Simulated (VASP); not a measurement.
NaY3, 4 atoms in the cell. The structure is tetragonal, space group I4/mmm (No. 139). The conventional cell has a = 4.868 Å, b = 4.868 Å, c = 10.669 Å, α = 90.00°, β = 90.00°, γ = 90.00°. Within 4.5 Å of Na (site symmetry 4/mmm) lie 12 Y at 3.44 to 3.61 Å. Within 4.5 Å of Y (site symmetry -4m2) lie 8 Y at 3.44 to 3.61 Å and 4 Na at 3.61 Å. Y (site symmetry 4/mmm) has 4 Na at 3.44 Å and 8 Y at 3.61 Å within 4.5 Å.  This cell differs from its parent crystal: strained.

```yaml
Program: VASP 6.6.1
Task: single point
Functional: PBE
Potentials_or_basis: VASP PAW PBE potentials, release 64 (Na_pv, Y_sv)
Cutoff: 520 eV
k_mesh: 12 × 12 × 12
Occupations: gaussian, width 0.1 eV
Spin: no spin polarisation
Dipole_correction: no
Further_INCAR_settings: ALGO = Normal; EDIFF = 1e-06; NBANDS = 28
```

Potentials or basis: VASP PAW PBE potentials, release 64 (Na_pv, Y_sv).

Command:

```console
$ cat potpaw_PBE.64/Na_pv/POTCAR potpaw_PBE.64/Y_sv/POTCAR > POTCAR
$ mpirun -np 1 vasp_std > vasp.out
```

Hardware: 1 thread of AMD EPYC 9R45 96-Core Processor (Zen 5), on a shared host.

Task: Estimate the wall time of this run.

Result: It took 9 min on 1 thread of AMD EPYC 9R45 96-Core Processor (Zen 5), with other jobs on the host, peak memory 0.67 GiB. Counts: scf iterations 14, k points 163.
